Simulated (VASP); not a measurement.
Here is a VASP 6.6.1 calculation.

INCAR

```
ALGO = Normal
EDIFF = 1E-6
ENCUT = 750
GGA = PE
GGA_COMPAT = F
ISIF = 2
ISMEAR = 0
LASPH = T
LCHARG = T
LELF = T
LREAL = F
LVHAR = T
LWAVE = F
NBANDS = 38
NELM = 120
PREC = Accurate
SIGMA = 0.1
```

Contents of KPOINTS:

```
k-points
0
Gamma
  3 3 3
```

POSCAR

```
Li2Cl3
1.0
    3.2048244050      1.8503062329      5.8332616875
   -3.2048244050      1.8503062329      5.8332616875
    0.0000000000     -3.7006124659      5.8332616875
Li Cl
4 6
Direct
    0.8521800000      0.8521800000      0.8521800000
    0.6478200000      0.6478200000      0.6478200000
    0.1478200000      0.1478200000      0.1478200000
    0.3521800000      0.3521800000      0.3521800000
    0.0562500000      0.4437500000      0.7500000000
    0.7500000000      0.0562500000      0.4437500000
    0.4437500000      0.7500000000      0.0562500000
    0.9437500000      0.5562500000      0.2500000000
    0.2500000000      0.9437500000      0.5562500000
    0.5562500000      0.2500000000      0.9437500000
```

Potentials or basis: VASP PAW PBE potentials, release 64 (Li_sv, Cl).

Run with:

```sh
$ cat potpaw_PBE.64/Li_sv/POTCAR potpaw_PBE.64/Cl/POTCAR > POTCAR
$ mpirun -np 1 vasp_std > vasp.out
```

Estimate the largest force.

0.156 eV/Å.

Predict the pressure.

-0.8 GPa.

Stress tensor (GPa, compression positive):
```
-0.77  0.00  0.00
 0.00 -0.77  0.00
 0.00  0.00 -0.85
```

Caveat: the k points lie up to 0.40 Å⁻¹ apart.
